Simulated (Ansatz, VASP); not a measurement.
## One calculation of Al, two programs

POSCAR

```
Al
1.0
    4.7643285882      0.0000000000      0.0000000000
   -2.3821642941      4.1260295894      0.0000000000
    0.0000000000      0.0000000000      2.9207405693
Al
3
Direct
    0.0000000000      0.0000000000      0.0000000000
    0.3333333333      0.6666666667      0.5000000000
    0.6666666667      0.3333333333      0.5000000000
```

Contents of INCAR.step1:

```
SYSTEM = Al
PREC = Accurate
ENCUT = 520
ISMEAR = 0
SIGMA = 0.1
LREAL = .False.
LASPH = .True.
NELM = 80
NBANDS = 12
GGA = PE
ALGO = Normal
EDIFF = 1E-4
LWAVE = .True.
LCHARG = .False.
```

File INCAR.step2:

```
SYSTEM = Al
PREC = Accurate
ENCUT = 520
EDIFF = 1E-7
ISMEAR = 0
SIGMA = 0.1
LREAL = .False.
LASPH = .True.
NELM = 80
ALGO = Normal
ISIF = 2
LWAVE = .False.
LCHARG = .False.
METAGGA = R2SCAN
LMIXTAU = .True.
NBANDS = 12
ISTART = 1
```

The input KPOINTS:

```
Automatic mesh
0
Gamma
  6 6 6
  0 0 0
```

Input for Ansatz:

```yaml
crystal:
  lattice:
    - [4.7643285882, 0.0, 0.0]
    - [-2.3821642941, 4.1260295894, 0.0]
    - [0.0, 0.0, 2.9207405693]
  atoms:
    - { symbol: Al, position: [0.0, 0.0, 0.0] }
    - { symbol: Al, position: [0.3333333333, 0.6666666667, 0.5] }
    - { symbol: Al, position: [0.6666666667, 0.3333333333, 0.5] }
basis:
  ecutwfc: 500
kpoints:
  mp_grid: { grid: [6, 6, 6] }
hamiltonian:
  xc: r2scan
scf:
  occupations: { method: gaussian, width: 0.1 }
  lower_state_search: "off"
output:
  forces: true
  stress: true
  eigenvalues: true
```

Alike in both runs: task single point; functional r2SCAN; k mesh 6 × 6 × 6; occupations gaussian, width 0.1 eV; no spin polarisation.

```csv
,VASP,Ansatz
version,VASP 6.6.1,Ansatz 0.2.0
potentials or method,"VASP PAW PBE potentials, release 64 (Al), cutoff 520 eV","scalar-relativistic, plane waves, PAW"
valence electrons in the cell,9,9
```

```csv
,VASP,Ansatz,Ansatz less VASP
gap on the k mesh at the Fermi level (eV),none,none,-
pressure (GPa),-9.1,-8.9,+0.18
"traceless stress, the component that is largest in VASP (GPa)",0.55,0.55,+0.001
```

VASP's potentials were made for PBE, not for r2SCAN. A gap of «none» marks a metal or a gap that the smearing closes. The functional is the same, so the differences come from potentials, cutoffs and numerics.
